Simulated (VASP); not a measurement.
# As (Pm-3m) in VASP: further runs, part 2 of 2

VASP 6.6.1.

**4. Single point, BLYP (volume scaled by 0.96)**

INCAR

```
PREC = Accurate ; ENCUT = 520
EDIFF = 1E-7 ; ISMEAR = -1
SIGMA = 0.1 ; LREAL = False
LASPH = True ; NELM = 80
ALGO = Normal ; ISIF = 2
LWAVE = False ; LCHARG = True
GGA = B5 ; ALDAX = 1.0
AGGAX = 1.0 ; AGGAC = 1.0
ALDAC = 0.0 ; LELF = True
LVHAR = True ; NBANDS = 8
```

KPOINTS

```
regular mesh
0
Gamma
  13 13 13
```

POSCAR

```
As
1.0
    2.7754653745      0.0000000000      0.0000000000
    0.0000000000      2.7754653745      0.0000000000
    0.0000000000      0.0000000000      2.7754653745
As
1
Direct
    0.0000000000      0.0000000000      0.0000000000
```

Potentials or basis: VASP PAW PBE potentials, release 64 (As).

Run with:

```
$ cat potpaw_PBE.64/As/POTCAR > POTCAR
$ mpirun -np 1 vasp_std > vasp.out
```

OUTCAR:

```text
PREC = Accurate
   ENCUT = 520
   EDIFF = 1E-7
   ISMEAR = -1
   LREAL = False
   LASPH = True
   NELM = 80
   ISIF = 2
   GGA = B5

 ion  position               nearest neighbor table
   1  0.000  0.000  0.000-

  LATTYP: Found a simple cubic cell.
 ALAT       =     2.7754653745

  Lattice vectors:

 A1 = (   2.7754653745,   0.0000000000,   0.0000000000)
 A2 = (   0.0000000000,   2.7754653745,   0.0000000000)
 A3 = (   0.0000000000,   0.0000000000,   2.7754653745)

Analysis of symmetry for initial positions (statically):
=====================================================================
 Subroutine PRICEL returns:
 Original cell was already a primitive cell.

 Routine SETGRP: Setting up the symmetry group for a
 simple cubic supercell.

 Subroutine GETGRP returns: Found 48 space group operations
 (whereof 48 operations were pure point group operations)
 out of a pool of 48 trial point group operations.

The static configuration has the point symmetry O_h .

Analysis of symmetry for dynamics (positions and initial velocities):
=====================================================================
 Subroutine PRICEL returns:
 Original cell was already a primitive cell.

 Routine SETGRP: Setting up the symmetry group for a
 simple cubic supercell.

 Subroutine GETGRP returns: Found 48 space group operations
 (whereof 48 operations were pure point group operations)
 out of a pool of 48 trial point group operations.

The dynamic configuration has the point symmetry O_h .

 Subroutine INISYM returns: Found 48 space group operations
 (whereof 48 operations are pure point group operations),
 and found     1 'primitive' translations

----------------------------------------------------------------------------------------

                                     Primitive cell

  volume of cell :      21.3800

  direct lattice vectors                    reciprocal lattice vectors
     2.775465374  0.000000000  0.000000000     0.360299937  0.000000000  0.000000000
     0.000000000  2.775465374  0.000000000     0.000000000  0.360299937  0.000000000
     0.000000000  0.000000000  2.775465374     0.000000000  0.000000000  0.360299937

  length of vectors
     2.775465374  2.775465374  2.775465374     0.360299937  0.360299937  0.360299937

  position of ions in fractional coordinates (direct lattice)
     0.000000000  0.000000000  0.000000000

  ion indices of the primitive-cell ions
   primitive index   ion index
                 1           1

----------------------------------------------------------------------------------------

 KPOINTS: regular mesh

Automatic generation of k-mesh.
 Grid dimensions read from file:
 generate k-points for:   13   13   13

 Generating k-lattice:

  Cartesian coordinates                     Fractional coordinates (reciprocal lattice)
     0.027715380  0.000000000  0.000000000     0.076923077  0.000000000  0.000000000
     0.000000000  0.027715380  0.000000000     0.000000000  0.076923077  0.000000000
     0.000000000  0.000000000  0.027715380     0.000000000  0.000000000  0.076923077

  Length of vectors
     0.027715380  0.027715380  0.027715380

  Shift w.r.t. Gamma in fractional coordinates (k-lattice)
     0.000000000  0.000000000  0.000000000

 Subroutine IBZKPT returns following result:
 ===========================================

 Found     84 irreducible k-points:

 Following reciprocal coordinates:
            Coordinates               Weight
  0.000000  0.000000  0.000000      1.000000
  0.076923  0.000000  0.000000      6.000000
  0.153846  0.000000  0.000000      6.000000
  0.230769  0.000000  0.000000      6.000000
  0.307692  0.000000  0.000000      6.000000
  0.384615  0.000000  0.000000      6.000000
[... 16 lines left out ...]
  0.307692  0.307692  0.000000     12.000000
  0.384615  0.307692  0.000000     24.000000
 [... further k-points ...]
   k-points           NKPTS =     84   k-points in BZ     NKDIM =     84   number of bands    NBANDS=      8
   number of dos      NEDOS =    301   number of ions     NIONS =      1
   total plane-waves  NPLWV =  13824
   dimension x,y,z NGX =    24 NGY =   24 NGZ =   24
   dimension x,y,z NGXF=    48 NGYF=   48 NGZF=   48
   ions per type =               1
   NGX,Y,Z   is equivalent  to a cutoff of  14.38, 14.38, 14.38 a.u.
   NGXF,Y,Z  is equivalent  to a cutoff of  28.75, 28.75, 28.75 a.u.
 SYSTEM =  unknown system
   PREC   = accura    normal or accurate (medium, high low for compatibility)
   ISTART =      0    job   : 0-new  1-cont  2-samecut
   ICHARG =      2    charge: 1-file 2-atom 10-const
   ISPIN  =      1    spin polarized calculation?
   LNONCOLLINEAR =      F non collinear calculations
   LSORBIT =      F    spin-orbit coupling
   LASPH  =      T    aspherical Exc in radial PAW
   ENCUT  =  520.0 eV  38.22 Ry    6.18 a.u.   5.16  5.16  5.16*2*pi/ulx,y,z
   NELM   =     80;   NELMIN=  2; NELMDL= -5     # of ELM steps
   EDIFF  = 0.1E-06   stopping-criterion for ELM
   LREAL  =      F    real-space projection
   EDIFFG = 0.1E-05   stopping-criterion for IOM
   NSW    =      0    number of steps for IOM
   IBRION =     -1    ionic relax: 0-MD 1-quasi-New 2-CG
   NFREE  =      0    steps in history (QN), initial steepest desc. (CG)
   ISIF   =      2    stress and relaxation
   ISYM   =      2    0-nonsym 1-usesym 2-fastsym
   POTIM  = 0.5000    time-step for ionic-motion
   TEBEG  =    0.0;   TEEND  =   0.0 temperature during run
   PSTRESS=    0.0 pullay stress
   NELECT =       5.0000    total number of electrons
   NUPDOWN=      -1.0000    fix difference up-down
   EMIN   =  10.00;   EMAX   =-10.00  energy-range for DOS
   EFERMI =   0.00;   METHOD = LEGACY
   ISMEAR =    -1;   SIGMA  =   0.10  broadening in eV -4-tet -1-fermi 0-gaus
   EFERMI_NEDOS =   21; number of points for ismear=-14 and -15
   IALGO  =     38    algorithm
   IMIX   =      4    mixing-type and parameters
     AMIX     =   0.40;   BMIX     =  1.00
     AMIX_MAG =   1.60;   BMIX_MAG =  1.00
  volume/ion in A,a.u.               =      21.38       144.28
  Fermi-wavevector in a.u.,A,eV,Ry     =   1.008623  1.906022 13.841493  1.017321
  Thomas-Fermi vector in A             =   2.141502
   LORBIT       =      0    0 simple, 1 ext, 2 COOP (PROOUT), +10 PAW based schemes
   GGA     = B5    functional components
   LHFCALC =     F    Hartree Fock is set to
   AEXX    =    0.0000 exact exchange contribution
   IVDW    =     0    specifies the selected vdW correction
   LEPSILON=     F    determine dielectric tensor
   LRPA    =     F    only Hartree local field effects (RPA)
 non-spin polarized calculation
  energy-cutoff  :      520.00
  volume of cell :       21.38
 maximum number of plane-waves:       591
 NGX is ok and might be reduce to    24
   NGX = 11   NGY = 11   NGZ = 11

 number of electron       4.9999999 magnetization

 Free energy of the ion-electron system (eV)
  ---------------------------------------------------
  ext. energy  EPLUGINS =         0.00000000
  ---------------------------------------------------
  free energy    TOTEN  =        -3.81314456 eV

  energy without entropy =       -3.80219661  energy(sigma->0) =       -3.80767058

 E-fermi :   5.5845     XC(G=0):  -9.4054

 val. band max:        5.3330643185   @ k =   0.3077   0.2308   0.0769
 cond. band min:       5.5845839312   @ k =   0.3077   0.2308   0.1538
 fundamental gap:      0.2515196126
 Fermi energy:         5.5844850312

 k-point     1 :       0.0000    0.0000    0.0000
  band No.  band energies     occupation
      1      -8.7888      2.00000
      2       9.2958      0.00000
      3       9.2958      0.00000
      4       9.2958      0.00000
      5      14.1205      0.00000
      6      14.1205      0.00000
      7      15.8024      0.00000
      8      29.4328      0.00000

 k-point     2 :       0.0769    0.0000    0.0000
  band No.  band energies     occupation
      1      -8.6892      2.00000
      2       8.1206      0.00000
      3       9.3811      0.00000
      4       9.3811      0.00000
      5      14.2111      0.00000
      6      14.9174      0.00000
      7      16.4606      0.00000
      8      27.9024      0.00000
[... 221 lines left out ...]
 k-point    23 :       0.3077    0.3077    0.0000
  band No.  band energies     occupation
      1      -5.8054      2.00000
      2       3.1026      2.00000
      3       3.5291      2.00000
      4      11.6316      0.00000
      5      13.4093      0.00000
      6      17.9124      0.00000
      7      23.1028      0.00000
      8      23.7397      0.00000

 k-point    24 :       0.3846    0.3077    0.0000
  band No.  band energies     occupation
      1      -5.1265      2.00000
      2       1.7416      2.00000
      3       3.8990      2.00000
      4      12.0175      0.00000
      5      12.0654      0.00000
      6      18.6719      0.00000
      7      22.1437      0.00000
      8      23.5611      0.00000

 [... further k-points ...]
[... 5 lines left out ...]
  --------------------------------------------------------------------------------------
  -------------------------------------------------------------------------------------
  Total        0.3420836      0.3420836      0.3420836     -0.0000000     -0.0000000     -0.0000000
  in kB       25.6351220     25.6351220     25.6351220     -0.0000000     -0.0000000     -0.0000000
  external PRESSURE =      25.6351220 kB  Pullay stress =       0.0000000 kB

 VOLUME and BASIS-vectors are now :
 -----------------------------------------------------------------------------
  energy-cutoff  :      520.00
  volume of cell :       21.38
      direct lattice vectors                 reciprocal lattice vectors
     2.775465374  0.000000000  0.000000000     0.360299937  0.000000000  0.000000000
     0.000000000  2.775465374  0.000000000     0.000000000  0.360299937  0.000000000
     0.000000000  0.000000000  2.775465374     0.000000000  0.000000000  0.360299937

 POSITION                                       TOTAL-FORCE (eV/Angst)
 -----------------------------------------------------------------------------------
      0.00000      0.00000      0.00000         0.000000      0.000000      0.000000
 -----------------------------------------------------------------------------------
    total drift:                               -0.000000      0.000000     -0.000000

  FREE ENERGIE OF THE ION-ELECTRON SYSTEM (eV)
  ---------------------------------------------------
  free  energy   TOTEN  =        -3.8131445587 eV

  energy  without entropy=       -3.8021966079  energy(sigma->0) =       -3.80767058
```

OSZICAR:

```text
N       E                     dE             d eps       ncg     rms          rms(c)
DAV:   1     0.370374060812E+01    0.37037E+01   -0.20461E+03  1344   0.466E+02
DAV:   2    -0.372054515724E+01   -0.74243E+01   -0.72404E+01  1864   0.516E+01
DAV:   3    -0.380559071245E+01   -0.85046E-01   -0.84953E-01  1520   0.601E+00
DAV:   4    -0.380571223377E+01   -0.12152E-03   -0.12152E-03  2168   0.262E-01
DAV:   5    -0.380571229328E+01   -0.59507E-07   -0.59405E-07  1536   0.317E-03    0.171E+00
DAV:   6    -0.380941196644E+01   -0.36997E-02   -0.25073E-03  1512   0.331E-01    0.104E+00
DAV:   7    -0.381308937040E+01   -0.36774E-02   -0.61804E-03  1416   0.539E-01    0.827E-02
DAV:   8    -0.381314163419E+01   -0.52264E-04   -0.11952E-04  1632   0.781E-02    0.138E-02
DAV:   9    -0.381314447050E+01   -0.28363E-05   -0.37042E-06  1872   0.154E-02    0.452E-03
DAV:  10    -0.381314459704E+01   -0.12654E-06   -0.10521E-06  1440   0.523E-03    0.720E-04
DAV:  11    -0.381314455865E+01    0.38382E-07   -0.20851E-08  1176   0.891E-04
   1 F= -.38131446E+01 E0= -.38076706E+01  d E =-.109480E-01
```

Run time: 21 s. Hardware: 1 thread of Intel Xeon 8259CL, shared host; peak memory 0.14 GiB.

Results:

```
Free energy : -3.8131 eV
Pressure    : 2.6 GPa
```

Caveat: the PAW data sets were made with another functional, which shifts forces and pressure a little.

**5. Overview**

```tsv
cell	gap on the mesh (eV)	pressure (GPa)
a = 2.696 Å, 1 atom	none	10.4
a = 2.736 Å, 1 atom	none	6.0
a = 2.775 Å, 1 atom	none	2.6
```

Alike in all rows: task single point; level BLYP; potentials or basis VASP PAW PBE potentials, release 64 (As); no spin polarisation; k mesh 13 × 13 × 13; cutoff (eV) 520; smearing fermi-dirac 0.1 eV.

Caveats: the PAW data sets were made with another functional, which shifts forces and pressure a little.

Absolute energies hang on the potentials; compare differences alone.
